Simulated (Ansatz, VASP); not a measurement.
## Ge in VASP and in Ansatz

```
CELL_PARAMETERS angstrom
0.00000 2.83785 2.83785
2.83785 0.00000 2.83785
2.83785 2.83785 0.00000
ATOMIC_POSITIONS crystal
Ge 0.00000 0.00000 0.00000
Ge 0.25000 0.25000 0.25000
```

Alike in both runs: task single point; functional PBEsol; k mesh 12 × 12 × 12; occupations gaussian, width 0.01 eV; non-collinear spin, spin-orbit coupling.

```csv
,VASP,Ansatz
version,VASP 6.6.1,Ansatz 0.2.0
potentials or method,"VASP PAW PBE potentials, release 64 (Ge_d), cutoff 520 eV","plane waves, PAW"
valence electrons in the cell,28,28
```

```tsv
	VASP	Ansatz	Ansatz less VASP
net moment per atom (μB)	0.00	0.00	0.000
```

VASP's potentials were made for PBE, not for PBEsol, and Ansatz warns of the same on its side.
